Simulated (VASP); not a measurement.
## Ir: single point with PBEsol

Crystal: Ir.

```
CELL_PARAMETERS angstrom
2.82288 0.00000 0.00000
-1.41144 2.44468 0.00000
0.00000 0.00000 4.57825
ATOMIC_POSITIONS crystal
Ir 0.66667 0.33333 0.75000
Ir 0.33333 0.66667 0.25000
```

```
Program             : VASP 6.6.1
Task                : single point
Functional          : PBEsol
Potentials or basis : VASP PAW PBE potentials, release 64 (Ir)
Cutoff              : 520 eV
k mesh              : 12 × 12 × 7
Occupations         : fermi-dirac, width 0.1 eV
Spin                : no spin polarisation
```

The pressure is -31.8 GPa and the band gap on the k mesh is zero (band 9 reaches 9.31 eV, above the bottom of band 10 at 6.54 eV).

Stress tensor (GPa, compression positive):
```
-31.64   0.00   0.00
  0.00 -31.64   0.00
  0.00   0.00 -31.98
```

Levels at points of the mesh, in eV from the Fermi level:
| k point | band 5 | band 6 | band 7 | band 8 | band 9 | band 10 | band 11 | band 12 | band 13 | band 14 |
| --- | --- | --- | --- | --- | --- | --- | --- | --- | --- | --- |
| (0.00, 0.00, 0.00) | -3.24 | -2.69 | -2.69 | -2.01 | -2.01 | -0.56 | 0.24 | 0.24 | 6.07 | 14.35 |
| (0.50, 0.00, 0.00) | -3.03 | -2.98 | -2.54 | 0.58 | 0.79 | 0.93 | 2.56 | 3.86 | 7.58 | 9.46 |

Run time: 53 s on 1 thread of Intel Xeon 8259CL (shared host), peak memory 0.18 GiB.

Caveat: the PAW data sets were made with another functional, which shifts forces and pressure a little; spin-orbit coupling is left out, which moves the levels of the heavy elements.
